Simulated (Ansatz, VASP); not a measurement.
WS2 in VASP and in Ansatz

```
CELL_PARAMETERS angstrom
3.15955 0.00000 0.00000
-1.57977 2.73625 0.00000
0.00000 0.00000 23.80426
ATOMIC_POSITIONS crystal
S 0.33333 0.66667 0.18904
S 0.33333 0.66667 0.32146
S 0.50000 0.33333 0.48068
S 0.50000 0.33333 0.61309
W 0.66667 0.33333 0.25525
W 0.16667 0.66667 0.54689
```

Alike in both runs: task single point; functional PBE; dispersion D3(BJ); k mesh 9 × 9 × 1; occupations gaussian, width 0.05 eV; no spin polarisation.

|  | VASP | Ansatz |
| --- | --- | --- |
| version | VASP 6.6.1 | Ansatz 0.2.0 |
| potentials or method | VASP PAW PBE potentials, release 64 (S, W_sv), cutoff 520 eV | scalar-relativistic, plane waves, PAW |
| valence electrons in the cell | 52 | 52 |

Ansatz gave:

* gap on the k mesh at the Fermi level (eV): 1.84
* least direct gap on the mesh (eV): 1.91
* rms of the force components (eV/Å): 0.028

Task: Estimate VASP's values.

Result: gap on the k mesh at the Fermi level (eV): 1.86; least direct gap on the mesh (eV): 1.91; rms of the force components (eV/Å): 0.028.

Spin-orbit coupling is off throughout.
